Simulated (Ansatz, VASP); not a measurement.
## Cu in VASP and in Ansatz

The input POSCAR:

```
Cu
1.0
    2.5508792560      0.0000000000      0.0000000000
   -1.2754396280      2.2091262377      0.0000000000
    0.0000000000      0.0000000000      4.1398073633
Cu
2
Direct
    0.6666666667      0.3333333333      0.7500000000
    0.3333333333      0.6666666667      0.2500000000
```

Contents of INCAR.step1:

```
PREC     = Accurate       # precision mode
ENCUT    = 520            # plane-wave cutoff, eV
ISMEAR   = -1             # smearing method
SIGMA    = 0.05           # smearing width, eV
LREAL    = False          # projectors in reciprocal space
LASPH    = True           # aspherical terms in the spheres
NELM     = 100            # most SCF steps
NBANDS   = 18             # bands
GGA      = PE             # functional
ALGO     = Normal         # electronic algorithm
EDIFF    = 1E-4           # SCF threshold, eV
LWAVE    = True           # write WAVECAR
LCHARG   = False          # write CHGCAR
```

Contents of INCAR.step2:

```
PREC     = Accurate       # precision mode
ENCUT    = 520            # plane-wave cutoff, eV
EDIFF    = 1E-7           # SCF threshold, eV
ISMEAR   = -1             # smearing method
SIGMA    = 0.05           # smearing width, eV
LREAL    = False          # projectors in reciprocal space
LASPH    = True           # aspherical terms in the spheres
NELM     = 100            # most SCF steps
ALGO     = Normal         # electronic algorithm
ISIF     = 2              # what is computed and relaxed
LWAVE    = False          # write WAVECAR
LCHARG   = False          # write CHGCAR
METAGGA  = R2SCAN         # meta-GGA
LMIXTAU  = True         
NBANDS   = 18             # bands
ISTART   = 1
```

File KPOINTS:

```
regular mesh
0
Gamma
  12 12 7
```

input.yaml

```yaml
crystal:
  lattice:
    - [2.550879256, 0.0, 0.0]
    - [-1.275439628, 2.2091262377, 0.0]
    - [0.0, 0.0, 4.1398073633]
  atoms:
    - { symbol: Cu, position: [0.6666666667, 0.3333333333, 0.75] }
    - { symbol: Cu, position: [0.3333333333, 0.6666666667, 0.25] }
hamiltonian:
  xc: r2scan
  pseudopotentials: { kind: paw }
kpoints:
  mp_grid: { grid: [12, 12, 7] }
scf:
  occupations: { method: fermi_dirac, width: 0.05 }
output:
  forces: true
  stress: true
  eigenvalues: true
```

Alike in both runs: task single point; functional r2SCAN; k mesh 12 × 12 × 7; occupations fermi-dirac, width 0.05 eV; no spin polarisation.

|  | VASP | Ansatz |
| --- | --- | --- |
| version | VASP 6.6.1 | Ansatz 0.2.0 |
| potentials or method | VASP PAW PBE potentials, release 64 (Cu) | Ansatz PAW |
| plane-wave cutoff (eV) | 520 | 500 |
| valence electrons in the cell | 22 | 38 |

|  | VASP | Ansatz | Ansatz less VASP |
| --- | --- | --- | --- |
| gap on the k mesh at the Fermi level (eV) | none | none | - |
| pressure (GPa) | -2.0 | -2.7 | -0.70 |
| traceless stress, the component that is largest in VASP (GPa) | 0.09 | 0.10 | +0.009 |

VASP's potentials were made for PBE, not for r2SCAN. A gap of «none» marks a metal or a gap that the smearing closes. With one functional, cell and mesh, what is left measures potentials, basis and numerics. VASP's potentials hold 22 valence electrons a cell and Ansatz's 38, so a difference there can come from the potentials and not from the codes.
